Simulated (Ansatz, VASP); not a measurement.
# One calculation of Ir, two programs

```
Ir
1.0
    -1.56443    1.56443    1.56443
     1.56443   -1.56443    1.56443
     1.56443    1.56443   -1.56443
Ir
1
Direct
  0.00000 0.00000 0.00000
```

Alike in both runs: task single point; functional r2SCAN; k mesh 16 × 16 × 16; occupations fermi-dirac, width 0.1 eV; no spin polarisation.

```csv
,VASP,Ansatz
version,VASP 6.6.1,Ansatz 0.2.0
potentials or method,"VASP PAW PBE potentials, release 64 (Ir_sv_GW), cutoff 620 eV","plane waves (500 eV) with PAW, scalar-relativistic"
valence electrons in the cell,17,17
```

|  | VASP | Ansatz | Ansatz less VASP |
| --- | --- | --- | --- |
| pressure (GPa) | -12.5 | -11.7 | +0.78 |

VASP's potentials were made for PBE, not for r2SCAN.

Spin-orbit coupling is off throughout.
